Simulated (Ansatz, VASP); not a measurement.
One calculation of C, two programs

File INCAR:

```
SYSTEM = C
PREC = Accurate
ENCUT = 520
EDIFF = 1E-7
ISMEAR = 0
SIGMA = 0.03
LREAL = .FALSE.
LASPH = .TRUE.
NELM = 60
ALGO = Normal
ISIF = 2
LWAVE = .FALSE.
LCHARG = .FALSE.
GGA = PS
IVDW = 12
NBANDS = 11
```

KPOINTS

```
Automatic mesh
0
G
  18 18 18
  0 0 0
```

File POSCAR:

```
C
1.0
    0.0000000000      2.0078782462      3.1367376280
    1.1600163211      0.0000000000      3.1367376280
    1.1600163211      2.0078782462      0.0000000000
C
2
Direct
    0.1667066167      0.8332933833      0.1667066167
    0.8332933833      0.1667066167      0.8332933833
```

Input for Ansatz:

```yaml
crystal:
  lattice:
    - [0.0, 2.0078782462, 3.136737628]
    - [1.1600163211, 0.0, 3.136737628]
    - [1.1600163211, 2.0078782462, 0.0]
  atoms:
    - { symbol: C, position: [0.1667066167, 0.8332933833, 0.1667066167] }
    - { symbol: C, position: [0.8332933833, 0.1667066167, 0.8332933833] }
basis:
  ecutwfc: 520.0
kpoints:
  mp_grid: { grid: [18, 18, 18] }
hamiltonian:
  xc: pbesol
  pseudopotentials: { kind: paw, azcp: { folder: soft_1 } }
  dispersion: d3bj
scf:
  occupations: { method: gaussian, width: 0.03 }
output:
  forces: true
  stress: true
  eigenvalues: true
```

Change from the starting cell: volume 7.306 Å^3 an atom, stretch along c over the lengths across it, relative to the relaxed cell 1.0000.

Alike in both runs: task single point; functional PBEsol; dispersion D3(BJ); k mesh 18 × 18 × 18; occupations gaussian, width 0.03 eV; no spin polarisation.

|  | VASP | Ansatz |
| --- | --- | --- |
| version | VASP 6.6.1 | Ansatz 0.2.0 |
| potentials or method | VASP PAW PBE potentials, release 64 (C), cutoff 520 eV | scalar-relativistic, plane waves, PAW |
| valence electrons in the cell | 8 | 8 |

```csv
,VASP,Ansatz,Ansatz less VASP
gap on the k mesh at the Fermi level (eV),0.11,0.11,0.000
least direct gap on the mesh (eV),0.21,0.21,0.000
```

VASP's potentials were made for PBE, not for PBEsol, and Ansatz warns of the same on its side.
